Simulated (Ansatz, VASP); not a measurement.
## AlGa2: VASP beside Ansatz

```xyz
3
Lattice="0.0000 3.1186 3.1186 3.1186 0.0000 3.1186 3.1186 3.1186 0.0000" Properties=species:S:1:pos:R:3 pbc="T T T"
Al    0.0000    0.0000    0.0000
Ga    1.5593    1.5593    1.5593
Ga    4.6780    4.6780    4.6780
```

Change from the starting cell: species swapped into the Ga2Pt type (Fm-3m, No. 225).

Alike in both runs: functional PBE; k mesh 14 × 14 × 14; occupations gaussian, width 0.1 eV; no spin polarisation.

Ansatz relaxed the structure, and its values are those at the end. VASP's run is a single point on that final structure, the one shown.

|  | VASP | Ansatz |
| --- | --- | --- |
| version | VASP 6.6.1 | Ansatz 0.2.0 |
| potentials or method | VASP PAW PBE potentials, release 64 (Al, Ga_d), cutoff 520 eV | scalar-relativistic, plane waves, PAW |
| valence electrons in the cell | 29 | 29 |

```csv
,VASP,Ansatz,Ansatz less VASP
gap on the k mesh at the Fermi level (eV),none,none,-
pressure (GPa),0.1,0.0,-0.11
```

A gap of «none» marks a metal or a gap that the smearing closes.
